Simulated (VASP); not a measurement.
# Tl (P6_3/mmc) in VASP: notebook

Tl is run at these levels: LDA, PBEsol, RPBE, revPBE, BLYP; tasks: single point.

All numbers are computed with VASP 6.6.1; they aren't measurements. Logs are shortened: lines on timing, memory, paths and dates and some standing lists are left out, and cuts for length are marked.

**1. The cell of the first run**

The structure is hexagonal, space group P6_3/mmc (No. 194). The conventional cell has a = 3.456 Å, b = 3.456 Å, c = 5.525 Å, α = 90.00°, β = 90.00°, γ = 120.00°. Within 4.5 Å of Tl (site symmetry -6m2) lie 12 Tl at 3.41 to 3.46 Å.

**2. Single point, LDA**

Contents of INCAR:

```
SYSTEM = Tl
ALGO     = Fast           ! electronic algorithm
EDIFF    = 1E-7           ! SCF threshold, eV
ENCUT    = 520            ! plane-wave cutoff, eV
ISIF     = 2              ! what is computed and relaxed
ISMEAR   = -1             ! smearing method
LASPH    = .True.         ! aspherical terms in the spheres
LCHARG   = .False.        ! write CHGCAR
LREAL    = .False.        ! projectors in reciprocal space
LWAVE    = .False.        ! write WAVECAR
NBANDS   = 20             ! bands
NELM     = 100            ! most SCF steps
PREC     = Accurate       ! precision mode
SIGMA    = 0.05           ! smearing width, eV
```

Contents of KPOINTS:

```
k-points
0
Gamma
  9 9 5
  0 0 0
```

Contents of POSCAR:

```
Tl
1.0
    3.4560000000      0.0000000000      0.0000000000
   -1.7280000000      2.9929837955      0.0000000000
    0.0000000000      0.0000000000      5.5250000000
Tl
2
Direct
    0.6666666667      0.3333333333      0.7500000000
    0.3333333333      0.6666666667      0.2500000000
```

Potentials or basis: VASP PAW LDA potentials, release 64 (Tl_d).

The run is started by

```
cat potpaw_LDA.64/Tl_d/POTCAR > POTCAR
mpirun -np 1 vasp_std > vasp.out
```

OUTCAR:

```text
SYSTEM = Tl
   EDIFF = 1E-7
   ENCUT = 520
   ISIF = 2
   ISMEAR = -1
   LASPH = .True.
   LREAL = .False.
   NELM = 100
   PREC = Accurate

 ion  position               nearest neighbor table
   1  0.667  0.333  0.750-   2 3.41   2 3.41   2 3.41   2 3.41   2 3.41   2 3.41
   2  0.333  0.667  0.250-   1 3.41   1 3.41   1 3.41   1 3.41   1 3.41   1 3.41

  LATTYP: Found a hexagonal cell.
 ALAT       =     3.4560000000
 C/A-ratio  =     1.5986689815

  Lattice vectors:

 A1 = (   3.4560000000,   0.0000000000,   0.0000000000)
 A2 = (  -1.7280000000,   2.9929837955,   0.0000000000)
 A3 = (   0.0000000000,   0.0000000000,   5.5250000000)

Analysis of symmetry for initial positions (statically):
=====================================================================
 Subroutine PRICEL returns:
 Original cell was already a primitive cell.

 Routine SETGRP: Setting up the symmetry group for a
 hexagonal supercell.

 Subroutine GETGRP returns: Found 24 space group operations
 (whereof 12 operations were pure point group operations)
 out of a pool of 24 trial point group operations.

The static configuration has the point symmetry D_3d.
 The point group associated with its full space group is D_6h.

Analysis of symmetry for dynamics (positions and initial velocities):
=====================================================================
 Subroutine PRICEL returns:
 Original cell was already a primitive cell.

 Routine SETGRP: Setting up the symmetry group for a
 hexagonal supercell.

 Subroutine GETGRP returns: Found 24 space group operations
 (whereof 12 operations were pure point group operations)
 out of a pool of 24 trial point group operations.

The dynamic configuration has the point symmetry D_3d.
 The point group associated with its full space group is D_6h.

 Subroutine INISYM returns: Found 24 space group operations
 (whereof 12 operations are pure point group operations),
 and found     1 'primitive' translations

----------------------------------------------------------------------------------------

                                     Primitive cell

  volume of cell :      57.1492

  direct lattice vectors                    reciprocal lattice vectors
     3.456000000  0.000000000  0.000000000     0.289351852  0.167057370  0.000000000
    -1.728000000  2.992983795  0.000000000     0.000000000  0.334114739  0.000000000
     0.000000000  0.000000000  5.525000000     0.000000000  0.000000000  0.180995475

  length of vectors
     3.456000000  3.456000000  5.525000000     0.334114739  0.334114739  0.180995475

  position of ions in fractional coordinates (direct lattice)
     0.666666667  0.333333333  0.750000000
     0.333333333  0.666666667  0.250000000

  ion indices of the primitive-cell ions
   primitive index   ion index
                 1           1
                 2           2

----------------------------------------------------------------------------------------

 KPOINTS: k-points

Automatic generation of k-mesh.
 Grid dimensions read from file:
 generate k-points for:    9    9    5

 Generating k-lattice:

  Cartesian coordinates                     Fractional coordinates (reciprocal lattice)
     0.032150206  0.018561930  0.000000000     0.111111111 -0.000000000  0.000000000
     0.000000000  0.037123860  0.000000000     0.000000000  0.111111111  0.000000000
     0.000000000  0.000000000  0.036199095     0.000000000  0.000000000  0.200000000

  Length of vectors
     0.037123860  0.037123860  0.036199095

  Shift w.r.t. Gamma in fractional coordinates (k-lattice)
     0.000000000  0.000000000  0.000000000

 Subroutine IBZKPT returns following result:
 ===========================================

 Found     36 irreducible k-points:

 Following reciprocal coordinates:
            Coordinates               Weight
  0.000000  0.000000  0.000000      1.000000
  0.111111 -0.000000  0.000000      6.000000
  0.222222 -0.000000  0.000000      6.000000
  0.333333  0.000000  0.000000      6.000000
  0.444444 -0.000000  0.000000      6.000000
  0.111111  0.111111  0.000000      6.000000
[... 16 lines left out ...]
  0.333333  0.222222  0.200000     24.000000
  0.333333  0.333333  0.200000      4.000000
 [... further k-points ...]
   k-points           NKPTS =     36   k-points in BZ     NKDIM =     36   number of bands    NBANDS=     20
   number of dos      NEDOS =    301   number of ions     NIONS =      2
   total plane-waves  NPLWV =  32928
   dimension x,y,z NGX =    28 NGY =   28 NGZ =   42
   dimension x,y,z NGXF=    56 NGYF=   56 NGZF=   84
   ions per type =               2
   NGX,Y,Z   is equivalent  to a cutoff of  13.47, 13.47, 12.64 a.u.
   NGXF,Y,Z  is equivalent  to a cutoff of  26.94, 26.94, 25.28 a.u.
 SYSTEM =  Tl
   PREC   = accura    normal or accurate (medium, high low for compatibility)
   ISTART =      0    job   : 0-new  1-cont  2-samecut
   ICHARG =      2    charge: 1-file 2-atom 10-const
   ISPIN  =      1    spin polarized calculation?
   LNONCOLLINEAR =      F non collinear calculations
   LSORBIT =      F    spin-orbit coupling
   LASPH  =      T    aspherical Exc in radial PAW
   ENCUT  =  520.0 eV  38.22 Ry    6.18 a.u.   6.43  6.43 10.27*2*pi/ulx,y,z
   NELM   =    100;   NELMIN=  2; NELMDL= -5     # of ELM steps
   EDIFF  = 0.1E-06   stopping-criterion for ELM
   LREAL  =      F    real-space projection
   EDIFFG = 0.1E-05   stopping-criterion for IOM
   NSW    =      0    number of steps for IOM
   IBRION =     -1    ionic relax: 0-MD 1-quasi-New 2-CG
   NFREE  =      0    steps in history (QN), initial steepest desc. (CG)
   ISIF   =      2    stress and relaxation
   ISYM   =      2    0-nonsym 1-usesym 2-fastsym
   POTIM  = 0.5000    time-step for ionic-motion
   TEBEG  =    0.0;   TEEND  =   0.0 temperature during run
   PSTRESS=    0.0 pullay stress
   NELECT =      26.0000    total number of electrons
   NUPDOWN=      -1.0000    fix difference up-down
   EMIN   =  10.00;   EMAX   =-10.00  energy-range for DOS
   EFERMI =   0.00;   METHOD = LEGACY
   ISMEAR =    -1;   SIGMA  =   0.05  broadening in eV -4-tet -1-fermi 0-gaus
   EFERMI_NEDOS =   21; number of points for ismear=-14 and -15
   IALGO  =     68    algorithm
   IMIX   =      4    mixing-type and parameters
     AMIX     =   0.40;   BMIX     =  1.00
     AMIX_MAG =   1.60;   BMIX_MAG =  1.00
  volume/ion in A,a.u.               =      28.57       192.83
  Fermi-wavevector in a.u.,A,eV,Ry     =   1.259107  2.379366 21.569987  1.585349
  Thomas-Fermi vector in A             =   2.392683
   LORBIT       =      0    0 simple, 1 ext, 2 COOP (PROOUT), +10 PAW based schemes
   GGA     = CA    functional components
   LHFCALC =     F    Hartree Fock is set to
   AEXX    =    0.0000 exact exchange contribution
   IVDW    =     0    specifies the selected vdW correction
   LEPSILON=     F    determine dielectric tensor
   LRPA    =     F    only Hartree local field effects (RPA)
 non-spin polarized calculation
 RMM-DIIS sequential band-by-band and
  energy-cutoff  :      520.00
  volume of cell :       57.15
 maximum number of plane-waves:      1558
 NGX is ok and might be reduce to    28
   NGX = 13   NGY = 13   NGZ = 21

 number of electron      26.0000004 magnetization

 Free energy of the ion-electron system (eV)
  ---------------------------------------------------
  ext. energy  EPLUGINS =         0.00000000
  ---------------------------------------------------
  free energy    TOTEN  =        -5.83761072 eV

  energy without entropy =       -5.82313366  energy(sigma->0) =       -5.83037219

 E-fermi :   6.2570     XC(G=0): -10.5074

 val. band max:        6.2415451025   @ k =   0.2222   0.2222   0.4000
 cond. band min:       6.2918009803   @ k =   0.2222   0.1111   0.2000
 fundamental gap:      0.0502558778
 Fermi energy:         6.2570327138

 k-point     1 :       0.0000    0.0000    0.0000
  band No.  band energies     occupation
      1      -5.4630      2.00000
      2      -5.2277      2.00000
      3      -5.2095      2.00000
      4      -5.2095      2.00000
      5      -5.1553      2.00000
      6      -5.1553      2.00000
[... 12 lines left out ...]
     19      17.1599      0.00000
     20      17.1704      0.00000

 k-point     2 :       0.1111   -0.0000    0.0000
  band No.  band energies     occupation
      1      -5.4256      2.00000
      2      -5.2687      2.00000
      3      -5.1675      2.00000
      4      -5.1569      2.00000
      5      -5.1453      2.00000
      6      -5.1205      2.00000
[... 12 lines left out ...]
     19      16.9545      0.00000
     20      18.1033      0.00000

 k-point     3 :       0.2222   -0.0000    0.0000
  band No.  band energies     occupation
      1      -5.4385      2.00000
      2      -5.2594      2.00000
      3      -5.2117      2.00000
      4      -5.1690      2.00000
      5      -5.1679      2.00000
      6      -5.0354      2.00000
[... 12 lines left out ...]
     19      16.1572      0.00000
     20      17.5918      0.00000

 k-point     4 :       0.3333    0.0000    0.0000
  band No.  band energies     occupation
      1      -5.5198      2.00000
      2      -5.3323      2.00000
      3      -5.3031      2.00000
      4      -5.2235      2.00000
      5      -5.0855      2.00000
      6      -4.9855      2.00000
[... 12 lines left out ...]
     19      15.1501      0.00000
     20      16.6530      0.00000

 k-point     5 :       0.4444   -0.0000    0.0000
  band No.  band energies     occupation
      1      -5.5757      2.00000
      2      -5.4155      2.00000
      3      -5.3465      2.00000
      4      -5.2572      2.00000
      5      -5.0290      2.00000
      6      -5.0284      2.00000
[... 12 lines left out ...]
     19      14.5742      0.00000
     20      16.1727      0.00000
[... 353 lines left out ...]
      6      -4.9449      2.00000
[... 12 lines left out ...]
     19      15.9363      0.00000
     20      16.1864      0.00000

 k-point    22 :       0.2222    0.2222    0.2000
  band No.  band energies     occupation
      1      -5.3990      2.00000
      2      -5.3318      2.00000
      3      -5.2750      2.00000
      4      -5.2678      2.00000
      5      -5.0851      2.00000
      6      -5.0220      2.00000
[... 12 lines left out ...]
     19      15.4786      0.00000
     20      18.6083      0.00000

 k-point    23 :       0.3333    0.2222    0.2000
  band No.  band energies     occupation
      1      -5.4315      2.00000
      2      -5.3560      2.00000
      3      -5.2891      2.00000
      4      -5.1991      2.00000
      5      -5.1255      2.00000
      6      -4.9759      2.00000
[... 12 lines left out ...]
     19      14.7316      0.00000
     20      19.0843      0.00000

 k-point    24 :       0.3333    0.3333    0.2000
  band No.  band energies     occupation
      1      -5.4215      2.00000
      2      -5.3053      2.00000
      3      -5.3053      2.00000
      4      -5.0835      2.00000
      5      -5.0832      2.00000
      6      -5.0832      2.00000
[... 12 lines left out ...]
     19      13.9173      0.00000
     20      21.2951      0.00000

 [... further k-points ...]

------------------------ aborting loop because EDIFF is reached ----------------------------------------

  FORCE on cell =-STRESS in cart. coord.  units (eV):
  Direction    XX          YY          ZZ          XY          YZ          ZX
  --------------------------------------------------------------------------------------
  -------------------------------------------------------------------------------------
  Total       -0.6793013     -0.6793013     -0.2585017      0.0000000      0.0000000      0.0000000
  in kB      -19.0441953    -19.0441953     -7.2470879      0.0000000      0.0000000      0.0000000
  external PRESSURE =     -15.1118262 kB  Pullay stress =       0.0000000 kB

 VOLUME and BASIS-vectors are now :
 -----------------------------------------------------------------------------
  energy-cutoff  :      520.00
  volume of cell :       57.15
      direct lattice vectors                 reciprocal lattice vectors
     3.456000000  0.000000000  0.000000000     0.289351852  0.167057370  0.000000000
    -1.728000000  2.992983795  0.000000000     0.000000000  0.334114739  0.000000000
     0.000000000  0.000000000  5.525000000     0.000000000  0.000000000  0.180995475

 POSITION                                       TOTAL-FORCE (eV/Angst)
 -----------------------------------------------------------------------------------
      1.72800      0.99766      4.14375         0.000000     -0.000000      0.000000
     -0.00000      1.99532      1.38125        -0.000000      0.000000      0.000000
 -----------------------------------------------------------------------------------
    total drift:                               -0.000000      0.000000     -0.000000

  FREE ENERGIE OF THE ION-ELECTRON SYSTEM (eV)
  ---------------------------------------------------
  free  energy   TOTEN  =        -5.8376107165 eV

  energy  without entropy=       -5.8231336618  energy(sigma->0) =       -5.83037219
```

Run time: 20 s. Hardware: 1 thread of Intel Xeon Platinum 8488C (Sapphire Rapids), shared host; peak memory 0.17 GiB.

Results:

```yaml
Free_energy: -5.8376 eV
Pressure: -1.5 GPa
Band_gap_on_the_k_mesh: zero (band 13 reaches 8.38 eV, above the bottom of band 14 at 4.71 eV)
```

Stress tensor (GPa, compression positive):
```
-1.90  0.00  0.00
 0.00 -1.90  0.00
 0.00  0.00 -0.72
```

Levels at points of the mesh, in eV from the Fermi level:
| k point | band 10 | band 11 | band 12 | band 13 | band 14 | band 15 | band 16 | band 17 |
| --- | --- | --- | --- | --- | --- | --- | --- | --- |
| (0.00, 0.00, 0.00) | -11.00 | -10.03 | -5.09 | -2.82 | 7.95 | 7.95 | 10.05 | 10.05 |

Caveat: spin-orbit coupling is left out, which moves the levels of the heavy elements.

(Part 1 of 2 ends here.)
